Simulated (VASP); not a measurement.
Here is a VASP 6.6.1 calculation.

File INCAR:

```
  ALGO = Normal
  EDIFF = 1E-7
  ENCUT = 520
  GGA = PE
  ISIF = 2
  ISMEAR = -1
  LASPH = True
  LCHARG = True
  LELF = True
  LREAL = False
  LVHAR = True
  LWAVE = False
  NBANDS = 11
  NELM = 60
  PREC = Accurate
  SIGMA = 0.1
```

The input KPOINTS:

```
k-points
0
Gamma
  16 16 16
```

Contents of POSCAR:

```
Ca
1.0
    0.0000000000      2.6869798221      2.6869798221
    2.6869798221      0.0000000000      2.6869798221
    2.6869798221      2.6869798221      0.0000000000
Ca
1
Direct
    0.0000000000      0.0000000000      0.0000000000
```

Potentials or basis: VASP PAW PBE potentials, release 64 (Ca_sv).

Run with:

```bash
$ cat potpaw_PBE.64/Ca_sv/POTCAR > POTCAR
$ mpirun -np 1 vasp_std > vasp.out
```

Task: Predict the band gap on the k mesh.

Result: Zero (bands 5 and 6 overlap by 0.23 eV).

Task: Estimate the pressure.

Result: 1.7 GPa.
